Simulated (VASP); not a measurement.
Runs of VASP 6.6.1 on BeS. The structure is that of space group F-43m (No. 216), or close to it. The cells are those of the table. 

```tsv
task	cell	gap on the mesh (eV)	pressure (GPa)
single point	a = 3.249 Å, angles 60.0°, 2 atoms	2.68	(a)
electric field gradients	a = 2.971 Å, angles 60.0°, 2 atoms	1.69	94.9
electric field gradients	a = 3.429 Å, angles 60.0°, 2 atoms	3.11	1.6
single point	a = 2.971 Å, angles 60.0°, 2 atoms	1.69	94.9
relaxation of the atoms	atoms relaxed from a = 3.429 Å, angles 60.0°, 2 atoms	3.11	1.6
```

Alike in all rows: level PBE; potentials or basis VASP PAW PBE potentials, release 64 (Be, S); no spin polarisation; k mesh 10 × 10 × 10; cutoff (eV) 520; smearing fermi-dirac 0.03 eV.

Task: Fill in the values left out.

Result: (a) 23.2.

Caveats: the relaxation stopped at its first step, so nothing moved (some runs).

A k mesh can miss the band edges.
